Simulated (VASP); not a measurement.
ZrS2, 3 atoms in the cell. It takes space group P-3m1 (No. 164, trigonal). Conventional cell: a = 3.627 Å, b = 3.627 Å, c = 6.004 Å, α = 90.00°, β = 90.00°, γ = 120.00°. Zr (site symmetry -3m) has 6 S at 2.56 Å within 3.4 Å. S (site symmetry 3m) has 3 Zr at 2.56 Å within 3.4 Å.  This cell differs from its parent crystal: strain along c alone, the other axes held: +2.0 %.

```yaml
Program: VASP 6.6.1
Task: relaxation of the atoms
Functional: PBEsol
Potentials_or_basis: VASP PAW PBE potentials, release 64 (Zr_sv, S)
Cutoff: 450 eV
k_mesh: 12 × 12 × 6
Occupations: gaussian, width 0.02 eV
Spin: no spin polarisation
Dipole_correction: no
Further_INCAR_settings: ALGO = Normal; EDIFF = 1e-07; IBRION = 2; EDIFFG = -0.008; NSW = 60
```

Potentials or basis: VASP PAW PBE potentials, release 64 (Zr_sv, S).

Command:

```console
$ cat potpaw_PBE.64/Zr_sv/POTCAR potpaw_PBE.64/S/POTCAR > POTCAR
$ mpirun -np 1 vasp_std > vasp.out
```

Hardware: 1 thread of Intel(R) Xeon(R) Platinum 8488C (Sapphire Rapids), with other jobs on the host.

Task: How long does it take, and how much memory?

Result: Wall time 4 min on 1 thread of Intel(R) Xeon(R) Platinum 8488C (Sapphire Rapids), on a shared host, peak memory 0.23 GiB. Counts: scf iterations 27, k points 100, ion steps 3.
